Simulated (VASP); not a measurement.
Input of a VASP 6.6.1 run:

Contents of INCAR:

```
SYSTEM = GaCo
PREC = Accurate
ENCUT = 520
EDIFF = 1E-8
ISMEAR = -1
SIGMA = 0.03
LREAL = .FALSE.
LASPH = .TRUE.
NELM = 150
ALGO = Normal
ISIF = 2
LWAVE = .FALSE.
LCHARG = .FALSE.
ISPIN = 2
MAGMOM = 0 2
LORBIT = 11
LMAXMIX = 4
GGA = PE
LEFG = .TRUE.
NBANDS = 22
```

The input KPOINTS:

```
Automatic mesh
0
G
  11 11 11
  0 0 0
```

POSCAR

```
GaCo
1.0
    2.9396457283      0.0000000000      0.0000000000
    0.0000000000      2.9396457283      0.0000000000
    0.0000000000      0.0000000000      2.9396457283
Ga Co
1 1
Direct
    0.5000000000      0.5000000000      0.5000000000
    0.0000000000      0.0000000000      0.0000000000
```

Potentials or basis: VASP PAW PBE potentials, release 64 (Ga_d, Co).

Command:

```sh
$ cat potpaw_PBE.64/Ga_d/POTCAR potpaw_PBE.64/Co/POTCAR > POTCAR
$ mpirun -np 1 vasp_std > vasp.out
```

What does it give for the pressure?

-8.6 GPa.

What does it give for the site moments?

Ga -0.02; Co +0.31 μB.

What does it give for the net moment?

0.27 μB per cell.

Caveat: the cell stands under tension.
